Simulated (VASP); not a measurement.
# CuO in VASP: notebook, part 2 of 2

VASP 6.6.1.

## (6) Single point, PBE (atoms moved at random)

Contents of INCAR:

```
SYSTEM = CuO
PREC     = Accurate       ! precision mode
ENCUT    = 520            ! plane-wave cutoff, eV
EDIFF    = 1E-7           ! SCF threshold, eV
ISMEAR   = -1             ! smearing method
SIGMA    = 0.05           ! smearing width, eV
LREAL    = .False.        ! projectors in reciprocal space
LASPH    = .True.         ! aspherical terms in the spheres
NELM     = 60             ! most SCF steps
ALGO     = Normal         ! electronic algorithm
ISIF     = 2              ! what is computed and relaxed
LWAVE    = .False.        ! write WAVECAR
LCHARG   = .True.         ! write CHGCAR
GGA      = PE             ! functional
LELF     = .True.         ! ELF
LVHAR    = .True.       
NBANDS   = 25             ! bands
```

Contents of KPOINTS:

```
regular mesh
0
Gamma
  9 9 5
  0 0 0
```

Contents of POSCAR:

```
CuO
1.0
    3.2880244300      0.0000000000      0.0000000000
   -1.6440122100      2.8475126800      0.0000000000
    0.0000000000      0.0000000000      5.3850248600
Cu O
2 2
Direct
    0.6793560000      0.3419800000      0.0002900000
    0.3208880000      0.6606060000      0.4945060000
    0.6583240000      0.3454520000      0.6295720000
    0.3480200000      0.6737310000      0.1319860000
```

Potentials or basis: VASP PAW PBE potentials, release 64 (Cu, O).

The run is started by

```console
cat potpaw_PBE.64/Cu/POTCAR potpaw_PBE.64/O/POTCAR > POTCAR
mpirun -np 1 vasp_std > vasp.out
```

OUTCAR:

```text
SYSTEM = CuO
   PREC = Accurate
   ENCUT = 520
   EDIFF = 1E-7
   ISMEAR = -1
   LREAL = .False.
   LASPH = .True.
   NELM = 60
   ISIF = 2
   GGA = PE

 ion  position               nearest neighbor table
   1  0.679  0.342  0.000-   3 2.00   4 2.02   4 2.03   4 2.03
   2  0.321  0.661  0.495-   4 1.95   3 2.00   3 2.02   3 2.08
   3  0.658  0.345  0.630-   2 2.00   1 2.00   2 2.02   2 2.08
   4  0.348  0.674  0.132-   2 1.95   1 2.02   1 2.03   1 2.03

  LATTYP: Found a hexagonal cell.
 ALAT       =     3.2880244300
 C/A-ratio  =     1.6377691148

  Lattice vectors:

 A1 = (   3.2880244300,   0.0000000000,   0.0000000000)
 A2 = (  -1.6440122100,   2.8475126800,   0.0000000000)
 A3 = (   0.0000000000,   0.0000000000,   5.3850248600)

Analysis of symmetry for initial positions (statically):
=====================================================================
 Subroutine PRICEL returns:
 Original cell was already a primitive cell.

 Routine SETGRP: Setting up the symmetry group for a
 hexagonal supercell.

 Subroutine GETGRP returns: Found  1 space group operations
 (whereof  1 operations were pure point group operations)
 out of a pool of 24 trial point group operations.

The static configuration has the point symmetry C_1 .

Analysis of symmetry for dynamics (positions and initial velocities):
=====================================================================
 Subroutine PRICEL returns:
 Original cell was already a primitive cell.

 Routine SETGRP: Setting up the symmetry group for a
 hexagonal supercell.

 Subroutine GETGRP returns: Found  1 space group operations
 (whereof  1 operations were pure point group operations)
 out of a pool of 24 trial point group operations.

The dynamic configuration has the point symmetry C_1 .

 Subroutine INISYM returns: Found  1 space group operations
[... 111 lines left out ...]
   PSTRESS=    0.0 pullay stress
   NELECT =      34.0000    total number of electrons
   NUPDOWN=      -1.0000    fix difference up-down
   EMIN   =  10.00;   EMAX   =-10.00  energy-range for DOS
   EFERMI =   0.00;   METHOD = LEGACY
   ISMEAR =    -1;   SIGMA  =   0.05  broadening in eV -4-tet -1-fermi 0-gaus
   EFERMI_NEDOS =   21; number of points for ismear=-14 and -15
   IALGO  =     38    algorithm
   IMIX   =      4    mixing-type and parameters
     AMIX     =   0.40;   BMIX     =  1.00
     AMIX_MAG =   1.60;   BMIX_MAG =  1.00
  volume/ion in A,a.u.               =      12.60        85.06
  Fermi-wavevector in a.u.,A,eV,Ry     =   1.435616  2.712921 28.041522  2.060994
  Thomas-Fermi vector in A             =   2.554895
   LORBIT       =      0    0 simple, 1 ext, 2 COOP (PROOUT), +10 PAW based schemes
   GGA     = PE    functional components
   LHFCALC =     F    Hartree Fock is set to
   AEXX    =    0.0000 exact exchange contribution
   IVDW    =     0    specifies the selected vdW correction
   LEPSILON=     F    determine dielectric tensor
   LRPA    =     F    only Hartree local field effects (RPA)
 non-spin polarized calculation
  energy-cutoff  :      520.00
  volume of cell :       50.42
 maximum number of plane-waves:      1371
   NGX = 13   NGY = 13   NGZ = 21

 number of electron      34.0000014 magnetization

 Free energy of the ion-electron system (eV)
  ---------------------------------------------------
  ext. energy  EPLUGINS =         0.00000000
  ---------------------------------------------------
  free energy    TOTEN  =       -18.98136208 eV

  energy without entropy =      -18.93356695  energy(sigma->0) =      -18.95746451

 E-fermi :   3.0696     XC(G=0): -10.5690

 val. band max:        3.0661076746   @ k =  -0.1111   0.3333   0.4000
 cond. band min:       3.0738004940   @ k =   0.4444   0.4444   0.0000
 fundamental gap:      0.0076928194
 Fermi energy:         3.0696220955

 k-point     1 :       0.0000    0.0000    0.0000
  band No.  band energies     occupation
      1     -15.2094      2.00000
      2     -14.6394      2.00000
      3      -2.3555      2.00000
      4      -1.3704      2.00000
      5      -1.2410      2.00000
      6      -1.1563      2.00000
[... 661 lines left out ...]
     24      15.1887      0.00000
     25      15.8274      0.00000

 [... further k-points ...]
[... 5 lines left out ...]
  --------------------------------------------------------------------------------------
  -------------------------------------------------------------------------------------
  Total       -2.9011146     -3.0219734     -2.1941236     -0.1686283     -0.0486412      0.0036605
  in kB      -92.1906884    -96.0312991    -69.7241535     -5.3586154     -1.5457047      0.1163219
  external PRESSURE =     -85.9820470 kB  Pullay stress =       0.0000000 kB

 VOLUME and BASIS-vectors are now :
 -----------------------------------------------------------------------------
  energy-cutoff  :      520.00
  volume of cell :       50.42
      direct lattice vectors                 reciprocal lattice vectors
     3.288024430  0.000000000  0.000000000     0.304133993  0.175591843  0.000000000
    -1.644012210  2.847512680  0.000000000     0.000000000  0.351183686  0.000000000
     0.000000000  0.000000000  5.385024860     0.000000000  0.000000000  0.185700164

 POSITION                                       TOTAL-FORCE (eV/Angst)
 -----------------------------------------------------------------------------------
      1.67152      0.97379      0.00156         0.005591     -0.014758     -0.129355
     -0.03096      1.88108      2.66293        -0.044360      0.092169      0.199348
      1.59666      0.98368      3.39026         0.125113     -0.100372      0.067493
      0.03668      1.91846      0.71075        -0.086344      0.022961     -0.137486
 -----------------------------------------------------------------------------------
    total drift:                               -0.000274     -0.000247     -0.000136

  FREE ENERGIE OF THE ION-ELECTRON SYSTEM (eV)
  ---------------------------------------------------
  free  energy   TOTEN  =       -18.9813620821 eV

  energy  without entropy=      -18.9335669474  energy(sigma->0) =      -18.95746451
```

OSZICAR:

```text
N       E                     dE             d eps       ncg     rms          rms(c)
DAV:   1     0.310348286294E+03    0.31035E+03   -0.16103E+04 10278   0.202E+03
DAV:   2     0.166187890492E+02   -0.29373E+03   -0.27213E+03 10446   0.386E+02
DAV:   3    -0.236439000022E+02   -0.40263E+02   -0.38040E+02 12911   0.159E+02
DAV:   4    -0.251228573600E+02   -0.14790E+01   -0.14647E+01 12229   0.326E+01
DAV:   5    -0.251551503412E+02   -0.32293E-01   -0.32272E-01 12945   0.431E+00    0.168E+01
DAV:   6    -0.230081570228E+02    0.21470E+01   -0.39461E+01 14792   0.148E+02    0.148E+01
DAV:   7    -0.189068484624E+02    0.41013E+01   -0.10735E+01 12108   0.117E+02    0.349E+00
DAV:   8    -0.190791354926E+02   -0.17229E+00   -0.21736E+00 15543   0.196E+01    0.304E+00
DAV:   9    -0.190226939141E+02    0.56442E-01   -0.11428E-01 16080   0.143E+01    0.169E+00
DAV:  10    -0.189892872161E+02    0.33407E-01   -0.58627E-02 17065   0.807E+00    0.760E-01
DAV:  11    -0.189814157489E+02    0.78715E-02   -0.16947E-02 16763   0.436E+00    0.274E-01
DAV:  12    -0.189810807726E+02    0.33498E-03   -0.44143E-03 15501   0.133E+00    0.652E-02
DAV:  13    -0.189813407965E+02   -0.26002E-03   -0.60099E-04 14114   0.295E-01    0.368E-02
DAV:  14    -0.189813617215E+02   -0.20925E-04   -0.74403E-05 14982   0.102E-01    0.111E-02
DAV:  15    -0.189813611754E+02    0.54611E-06   -0.74280E-06 16205   0.373E-02    0.545E-03
DAV:  16    -0.189813623646E+02   -0.11891E-05   -0.26854E-06 14038   0.154E-02    0.336E-03
DAV:  17    -0.189813620199E+02    0.34465E-06   -0.77527E-07 13361   0.112E-02    0.133E-03
DAV:  18    -0.189813620821E+02   -0.62166E-07   -0.11958E-07  8089   0.527E-03
   1 F= -.18981362E+02 E0= -.18957465E+02  d E =-.477951E-01
```

Wall time 8 min (1 thread of AMD EPYC 7R13, shared host); peak memory 0.29 GiB.

What came out:

* Free energy: -18.9814 eV
* Pressure: -8.6 GPa
* Largest force: 0.224 eV/Å
* Band gap on the k mesh: zero (band 17 reaches 3.77 eV, above the bottom of band 18 at 2.57 eV)

Forces on the atoms (eV/Å):
```
Cu   0.006 -0.015 -0.129
Cu  -0.044  0.092  0.199
O    0.125 -0.100  0.067
O   -0.086  0.023 -0.137
```

Levels at points of the mesh, in eV from the Fermi level:
| k point | band 13 | band 14 | band 15 | band 16 | band 17 | band 18 | band 19 | band 20 | band 21 | band 22 |
| --- | --- | --- | --- | --- | --- | --- | --- | --- | --- | --- |
| (0.00, 0.00, 0.00) | -1.67 | -0.11 | -0.05 | 0.64 | 0.70 | 0.73 | 1.01 | 5.71 | 7.79 | 13.38 |

Caveat: the cell differs from its parent crystal (atoms moved at random); semilocal functionals often make such compounds metallic where correlation or magnetic order opens a gap, which also shifts bond lengths.

## (7) Summary

```csv
level,U,cell,k mesh,gap on the mesh (eV),pressure (GPa),largest force (eV/Å)
PBEsol,-,"a = 3.353, b = 3.353, c = 5.491 Å, angles 90.0, 90.0, 120.0°, 4 atoms",9 × 9 × 5,none,-18.7,0.05
r2SCAN,-,"a = 3.094, b = 3.094, c = 5.345 Å, angles 90.0, 90.0, 120.0°, 4 atoms",9 × 9 × 5,none,0.8,0.01
PBE,-,"a = 3.288, b = 3.288, c = 5.385 Å, angles 90.0, 90.0, 120.0°, 4 atoms",13 × 13 × 7,none,-8.7,0.08
r2SCAN+U,Cu d U = 5.3 eV,"a = 3.288, b = 3.288, c = 5.385 Å, angles 90.0, 90.0, 120.0°, 4 atoms",9 × 9 × 5,none,-15.4,0.01
PBE,-,"a = 3.288, b = 3.288, c = 5.385 Å, angles 90.0, 90.0, 120.0°, 4 atoms",9 × 9 × 5,none,-8.6,0.22
```

Some of these runs hold the atoms at other places in the same cell, which the table doesn't show; runs alike in all that it shows share one row.

Alike in all rows: task single point; potentials or basis VASP PAW PBE potentials, release 64 (Cu, O); no spin polarisation; cutoff (eV) 520; smearing fermi-dirac 0.05 eV.

Caveats: semilocal functionals often make such compounds metallic where correlation or magnetic order opens a gap, which also shifts bond lengths (some runs); the PAW data sets were made with another functional, which shifts forces and pressure a little (some runs); U without spin polarisation on a metal has little footing (some runs).

Total energies depend on the potentials used, so only differences within one code and one set of settings carry meaning.
